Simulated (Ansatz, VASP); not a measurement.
One calculation of Li, two programs

```
CELL_PARAMETERS angstrom
1.55050 0.89518 7.58830
-1.55050 0.89518 7.58830
0.00000 -1.79036 7.58830
ATOMIC_POSITIONS crystal
Li 0.00000 0.00000 0.00000
Li 0.22200 0.22200 0.22200
Li 0.77800 0.77800 0.77800
```

Alike in both runs: task electric field gradients; functional LDA; k mesh 12 × 12 × 12; occupations fermi-dirac, width 0.08 eV; no spin polarisation.

|  | VASP | Ansatz |
| --- | --- | --- |
| version | VASP 6.6.1 | Ansatz 0.2.0 |
| potentials or method | VASP PAW LDA potentials, release 64 (Li_sv) | PAW with Ansatz's default frozen-core files, scalar-relativistic |
| plane-wave cutoff (eV) | 520 | 420 |
| valence electrons in the cell | 9 | 9 |

```csv
,VASP,Ansatz,Ansatz less VASP
rms of the force components (eV/Å),0.004,0.004,-0.0002
```

LDA's correlation is that of Perdew and Zunger in VASP and of Perdew and Wang (1992) in Ansatz. Atom by atom the forces differ by 0.000 eV/Å (rms over components).

Noted on VASP's run: the cutoff is short for stress, so the pressure is rough.
